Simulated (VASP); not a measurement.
# Se (Cmcm) in VASP: single point with LDA

Aim: the single point of Se with LDA.

All numbers are computed with VASP 6.6.1; they aren't measurements. Logs are shortened: lines on timing, memory, paths and dates and some standing lists are left out, and cuts for length are marked.

## Step 1: The cell of the first run

The structure is orthorhombic, space group Cmcm (No. 63). Conventional cell: a = 2.789 Å, b = 8.078 Å, c = 4.613 Å, α = 90.00°, β = 90.00°, γ = 90.00°. Within 3.3 Å of Se (site symmetry m2m) lie 4 Se at 2.53 to 2.79 Å.

## Step 2: Single point, LDA

INCAR

```
SYSTEM = Se
  PREC = Accurate
  ENCUT = 500
  EDIFF = 1E-6
  ISMEAR = -1
  SIGMA = 0.1
  LREAL = .False.
  LASPH = .True.
  NELM = 120
  ALGO = Normal
  ISIF = 2
  LWAVE = .False.
  LCHARG = .True.
  GGA = CA
  LELF = .True.
  LVHAR = .True.
  NBANDS = 13
  GGA_COMPAT = .False.
```

KPOINTS

```
Automatic mesh
0
Gamma
  8 8 5
  0.5 0.5 0
```

POSCAR

```
Se
1.0
    1.3942695000     -4.0390030000      0.0000000000
    1.3942695000      4.0390030000      0.0000000000
    0.0000000000      0.0000000000      4.6134310000
Se
2
Direct
    0.9356550000      0.0643450000      0.7500000000
    0.0643450000      0.9356550000      0.2500000000
```

Potentials or basis: VASP PAW LDA potentials, release 64 (Se).

Started as:

```
> cat potpaw_LDA.64/Se/POTCAR > POTCAR
> mpirun -np 1 vasp_std > vasp.out
```

OUTCAR:

```text
SYSTEM = Se
   PREC = Accurate
   ENCUT = 500
   EDIFF = 1E-6
   ISMEAR = -1
   LREAL = .False.
   LASPH = .True.
   NELM = 120
   ISIF = 2
   GGA = CA

 ion  position               nearest neighbor table
   1  0.936  0.064  0.750-   2 2.53   2 2.53
   2  0.064  0.936  0.250-   1 2.53   1 2.53

  LATTYP: Found a base centered orthorhombic cell.
 ALAT       =     2.7885390000
 B/A-ratio  =     2.8968596100
 C/A-ratio  =     1.6544258481

  Lattice vectors:

 A1 = (   1.3942695000,  -4.0390030000,   0.0000000000)
 A2 = (   1.3942695000,   4.0390030000,   0.0000000000)
 A3 = (   0.0000000000,   0.0000000000,   4.6134310000)

Analysis of symmetry for initial positions (statically):
=====================================================================
 Subroutine PRICEL returns:
 Original cell was already a primitive cell.

 Routine SETGRP: Setting up the symmetry group for a
 base centered orthorhombic supercell.

 Subroutine GETGRP returns: Found  8 space group operations
 (whereof  4 operations were pure point group operations)
 out of a pool of  8 trial point group operations.

The static configuration has the point symmetry C_2h.
 The point group associated with its full space group is D_2h.

Analysis of symmetry for dynamics (positions and initial velocities):
=====================================================================
 Subroutine PRICEL returns:
 Original cell was already a primitive cell.

 Routine SETGRP: Setting up the symmetry group for a
 base centered orthorhombic supercell.

 Subroutine GETGRP returns: Found  8 space group operations
 (whereof  4 operations were pure point group operations)
 out of a pool of  8 trial point group operations.

The dynamic configuration has the point symmetry C_2h.
 The point group associated with its full space group is D_2h.

 Subroutine INISYM returns: Found  8 space group operations
 (whereof  4 operations are pure point group operations),
 and found     1 'primitive' translations

----------------------------------------------------------------------------------------

                                     Primitive cell

  volume of cell :      51.9607

  direct lattice vectors                    reciprocal lattice vectors
     1.394269500 -4.039003000  0.000000000     0.358610728 -0.123792926  0.000000000
     1.394269500  4.039003000  0.000000000     0.358610728  0.123792926  0.000000000
     0.000000000  0.000000000  4.613431000     0.000000000  0.000000000  0.216758417

  length of vectors
     4.272883414  4.272883414  4.613431000     0.379376255  0.379376255  0.216758417

  position of ions in fractional coordinates (direct lattice)
     0.935655000  0.064345000  0.750000000
     0.064345000  0.935655000  0.250000000

  ion indices of the primitive-cell ions
   primitive index   ion index
                 1           1
                 2           2

----------------------------------------------------------------------------------------

 KPOINTS: Automatic mesh

Automatic generation of k-mesh.
 Grid dimensions read from file:
 generate k-points for:    8    8    5

 Generating k-lattice:

  Cartesian coordinates                     Fractional coordinates (reciprocal lattice)
     0.044826341 -0.015474116  0.000000000     0.125000000  0.000000000  0.000000000
     0.044826341  0.015474116  0.000000000     0.000000000  0.125000000  0.000000000
     0.000000000  0.000000000  0.043351683     0.000000000  0.000000000  0.200000000

  Length of vectors
     0.047422032  0.047422032  0.043351683

  Shift w.r.t. Gamma in fractional coordinates (k-lattice)
     0.500000000  0.500000000  0.000000000

 Subroutine IBZKPT returns following result:
 ===========================================

 Found     60 irreducible k-points:

 Following reciprocal coordinates:
            Coordinates               Weight
  0.062500  0.062500  0.000000      2.000000
  0.187500  0.062500  0.000000      4.000000
  0.312500  0.062500  0.000000      4.000000
  0.437500  0.062500  0.000000      4.000000
 -0.437500  0.062500  0.000000      4.000000
 -0.312500  0.062500  0.000000      4.000000
[... 16 lines left out ...]
  0.312500  0.062500  0.200000      8.000000
  0.437500  0.062500  0.200000      8.000000
 [... further k-points ...]
   k-points           NKPTS =     60   k-points in BZ     NKDIM =     60   number of bands    NBANDS=     13
   number of dos      NEDOS =    301   number of ions     NIONS =      2
   total plane-waves  NPLWV =  36864
   dimension x,y,z NGX =    32 NGY =   32 NGZ =   36
   dimension x,y,z NGXF=    64 NGYF=   64 NGZF=   72
   ions per type =               2
   NGX,Y,Z   is equivalent  to a cutoff of  12.45, 12.45, 12.97 a.u.
   NGXF,Y,Z  is equivalent  to a cutoff of  24.90, 24.90, 25.95 a.u.
 SYSTEM =  Se
   PREC   = accura    normal or accurate (medium, high low for compatibility)
   ISTART =      0    job   : 0-new  1-cont  2-samecut
   ICHARG =      2    charge: 1-file 2-atom 10-const
   ISPIN  =      1    spin polarized calculation?
   LNONCOLLINEAR =      F non collinear calculations
   LSORBIT =      F    spin-orbit coupling
   LASPH  =      T    aspherical Exc in radial PAW
   ENCUT  =  500.0 eV  36.75 Ry    6.06 a.u.   7.79  7.79  8.41*2*pi/ulx,y,z
   NELM   =    120;   NELMIN=  2; NELMDL= -5     # of ELM steps
   EDIFF  = 0.1E-05   stopping-criterion for ELM
   LREAL  =      F    real-space projection
   EDIFFG = 0.1E-04   stopping-criterion for IOM
   NSW    =      0    number of steps for IOM
   IBRION =     -1    ionic relax: 0-MD 1-quasi-New 2-CG
   NFREE  =      0    steps in history (QN), initial steepest desc. (CG)
   ISIF   =      2    stress and relaxation
   ISYM   =      2    0-nonsym 1-usesym 2-fastsym
   POTIM  = 0.5000    time-step for ionic-motion
   TEBEG  =    0.0;   TEEND  =   0.0 temperature during run
   PSTRESS=    0.0 pullay stress
   NELECT =      12.0000    total number of electrons
   NUPDOWN=      -1.0000    fix difference up-down
   EMIN   =  10.00;   EMAX   =-10.00  energy-range for DOS
   EFERMI =   0.00;   METHOD = LEGACY
   ISMEAR =    -1;   SIGMA  =   0.10  broadening in eV -4-tet -1-fermi 0-gaus
   EFERMI_NEDOS =   21; number of points for ismear=-14 and -15
   IALGO  =     38    algorithm
   IMIX   =      4    mixing-type and parameters
     AMIX     =   0.40;   BMIX     =  1.00
     AMIX_MAG =   1.60;   BMIX_MAG =  1.00
  volume/ion in A,a.u.               =      25.98       175.32
  Fermi-wavevector in a.u.,A,eV,Ry     =   1.004408  1.898056 13.726046  1.008836
  Thomas-Fermi vector in A             =   2.137022
   LORBIT       =      0    0 simple, 1 ext, 2 COOP (PROOUT), +10 PAW based schemes
   GGA     = CA    functional components
   LHFCALC =     F    Hartree Fock is set to
   AEXX    =    0.0000 exact exchange contribution
   IVDW    =     0    specifies the selected vdW correction
   LEPSILON=     F    determine dielectric tensor
   LRPA    =     F    only Hartree local field effects (RPA)
 non-spin polarized calculation
  energy-cutoff  :      500.00
  volume of cell :       51.96
 maximum number of plane-waves:      1336
   NGX = 15   NGY = 15   NGZ = 17

 number of electron      12.0000001 magnetization

 Free energy of the ion-electron system (eV)
  ---------------------------------------------------
  ext. energy  EPLUGINS =         0.00000000
  ---------------------------------------------------
  free energy    TOTEN  =        -7.94843315 eV

  energy without entropy =       -7.91373153  energy(sigma->0) =       -7.93108234

 E-fermi :   3.1412     XC(G=0):  -9.4100

 val. band max:        3.1390698928   @ k =  -0.4375   0.1875   0.0000
 cond. band min:       3.1469070649   @ k =  -0.3125   0.1875   0.0000
 fundamental gap:      0.0078371721
 Fermi energy:         3.1411934857

 k-point     1 :       0.0625    0.0625    0.0000
  band No.  band energies     occupation
      1     -12.4907      2.00000
      2      -8.5186      2.00000
      3      -3.1400      2.00000
      4       1.0840      2.00000
      5       1.2652      2.00000
      6       3.2939      0.35671
      7       5.7468      0.00000
      8       5.9074      0.00000
      9       8.7477      0.00000
     10      10.1846      0.00000
     11      12.0837      0.00000
     12      14.5896      0.00000
     13      15.1581      0.00000

 k-point     2 :       0.1875    0.0625    0.0000
  band No.  band energies     occupation
      1     -11.8329      2.00000
      2      -7.8716      2.00000
      3      -2.5672      2.00000
      4       0.0818      2.00000
      5       1.4679      2.00000
      6       2.0273      1.99997
      7       3.0902      1.24980
      8       6.1389      0.00000
      9       9.5262      0.00000
     10      10.7745      0.00000
     11      11.0421      0.00000
     12      12.7260      0.00000
     13      13.7573      0.00000

 k-point     3 :       0.3125    0.0625    0.0000
  band No.  band energies     occupation
      1     -10.9449      2.00000
      2      -7.0163      2.00000
      3      -2.3544      2.00000
      4      -1.8412      2.00000
      5       0.6009      2.00000
      6       1.9166      1.99999
      7       2.7335      1.96665
      8       6.4698      0.00000
      9       8.9204      0.00000
     10       9.5073      0.00000
     11      11.1156      0.00000
     12      12.1755      0.00000
     13      14.1863      0.00000

 k-point     4 :       0.4375    0.0625    0.0000
  band No.  band energies     occupation
      1     -10.4283      2.00000
      2      -6.5612      2.00000
      3      -3.4074      2.00000
      4      -1.4497      2.00000
      5      -0.3689      2.00000
      6       2.0385      1.99997
      7       2.9062      1.82589
      8       6.4343      0.00000
      9       8.0975      0.00000
     10       8.9061      0.00000
     11      11.3670      0.00000
     12      13.6199      0.00000
     13      13.7602      0.00000

 k-point     5 :      -0.4375    0.0625    0.0000
  band No.  band energies     occupation
      1     -10.8874      2.00000
      2      -7.0635      2.00000
      3      -2.4088      2.00000
      4      -1.7817      2.00000
      5       0.6748      2.00000
      6       1.4148      2.00000
      7       2.7743      1.95024
      8       6.1117      0.00000
      9       8.9348      0.00000
     10       9.6112      0.00000
     11      12.0839      0.00000
     12      12.7320      0.00000
     13      14.0772      0.00000
[... 257 lines left out ...]
 k-point    22 :       0.1875    0.0625    0.2000
  band No.  band energies     occupation
      1     -11.5943      2.00000
      2      -8.5561      2.00000
      3      -1.8251      2.00000
      4       0.2881      2.00000
      5       1.5584      2.00000
      6       2.1551      1.99990
      7       2.7429      1.96342
      8       5.5848      0.00000
      9       9.5724      0.00000
     10      10.2937      0.00000
     11      11.4785      0.00000
     12      13.1541      0.00000
     13      13.8040      0.00000

 k-point    23 :       0.3125    0.0625    0.2000
  band No.  band energies     occupation
      1     -10.7073      2.00000
      2      -7.6898      2.00000
      3      -2.1568      2.00000
      4      -1.1681      2.00000
      5       0.2305      2.00000
      6       2.0972      1.99994
      7       2.6968      1.97678
      8       6.3097      0.00000
      9       8.5185      0.00000
     10      10.7717      0.00000
     11      11.0324      0.00000
     12      11.7167      0.00000
     13      12.9205      0.00000

 k-point    24 :       0.4375    0.0625    0.2000
  band No.  band energies     occupation
      1     -10.1919      2.00000
      2      -7.2113      2.00000
      3      -3.2077      2.00000
      4      -0.9266      2.00000
      5      -0.7361      2.00000
      6       2.3414      1.99933
      7       2.7593      1.95702
      8       6.5519      0.00000
      9       7.8696      0.00000
     10      10.2221      0.00000
     11      10.3557      0.00000
     12      13.3794      0.00000
     13      14.7989      0.00000

 [... further k-points ...]

------------------------ aborting loop because EDIFF is reached ----------------------------------------

  FORCE on cell =-STRESS in cart. coord.  units (eV):
  Direction    XX          YY          ZZ          XY          YZ          ZX
  --------------------------------------------------------------------------------------
  -------------------------------------------------------------------------------------
  Total       -1.8669130     -0.4986333      0.4279676      0.0000000     -0.0000000      0.0000000
  in kB      -57.5651627    -15.3750644     13.1961287      0.0000000     -0.0000000      0.0000000
  external PRESSURE =     -19.9146994 kB  Pullay stress =       0.0000000 kB

 VOLUME and BASIS-vectors are now :
 -----------------------------------------------------------------------------
  energy-cutoff  :      500.00
  volume of cell :       51.96
      direct lattice vectors                 reciprocal lattice vectors
     1.394269500 -4.039003000  0.000000000     0.358610728 -0.123792926  0.000000000
     1.394269500  4.039003000  0.000000000     0.358610728  0.123792926  0.000000000
     0.000000000  0.000000000  4.613431000     0.000000000  0.000000000  0.216758417

 POSITION                                       TOTAL-FORCE (eV/Angst)
 -----------------------------------------------------------------------------------
      1.39427     -3.51922      3.46007         0.000000      0.007834      0.000000
      1.39427      3.51922      1.15336         0.000000     -0.007834     -0.000000
 -----------------------------------------------------------------------------------
    total drift:                                0.000000      0.000000      0.000000

  FREE ENERGIE OF THE ION-ELECTRON SYSTEM (eV)
  ---------------------------------------------------
  free  energy   TOTEN  =        -7.9484331502 eV

  energy  without entropy=       -7.9137315259  energy(sigma->0) =       -7.93108234
```

Wall time 26 s (1 thread of Intel Xeon Platinum 8488C (Sapphire Rapids), shared host); peak memory 0.17 GiB.

What came out:

```yaml
Free_energy: -7.9484 eV
Pressure: -2.0 GPa
Largest_force: 0.008 eV/Å
Band_gap_on_the_k_mesh: zero (bands 6 and 7 overlap by 3.28 eV)
```

Forces in eV/Å, atoms in the order of the input:
```
Se   0.000  0.008  0.000
Se   0.000 -0.008  0.000
```
